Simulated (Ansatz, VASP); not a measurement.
# One calculation of ZrO2, two programs

```xyz
6
Lattice="3.6010 0.0000 0.0000 0.0000 3.6010 0.0000 0.0000 0.0000 5.2272" Properties=species:S:1:pos:R:3 pbc="T T T"
Zr    0.0000    0.0000    0.0000
Zr    1.8005    1.8005    2.6136
O     0.0000    1.8005    1.0296
O     0.0000    1.8005    3.6432
O     1.8005    0.0000    1.5840
O     1.8005    0.0000    4.1976
```

Alike in both runs: task single point; functional r2SCANh; k mesh 4 × 4 × 4; no spin polarisation.

```csv
,VASP,Ansatz
version,VASP 6.6.1,Ansatz 0.2.0
potentials or method,"VASP PAW PBE potentials, release 64 (Zr_sv, O)","plane waves, PAW"
plane-wave cutoff (eV),580,500
occupations,"gaussian, width 0.01 eV",fixed
valence electrons in the cell,48,48
```

```tsv
	VASP	Ansatz	Ansatz less VASP
gap on the k mesh at the Fermi level (eV)	5.50	5.50	+0.008
pressure (GPa)	-1.5	-1.8	-0.27
traceless stress, the component that is largest in VASP (GPa)	-0.10	0.02	+0.116
rms of the force components (eV/Å)	0.002	0.011	+0.0088
```

VASP's potentials were made for PBE, not for r2SCANh. Atom by atom the forces differ by 0.014 eV/Å (rms over components). Ansatz's warnings: stress exchange threshold loose, stress scf threshold loose.

The k mesh is coarse, so the values compare programs but aren't converged.
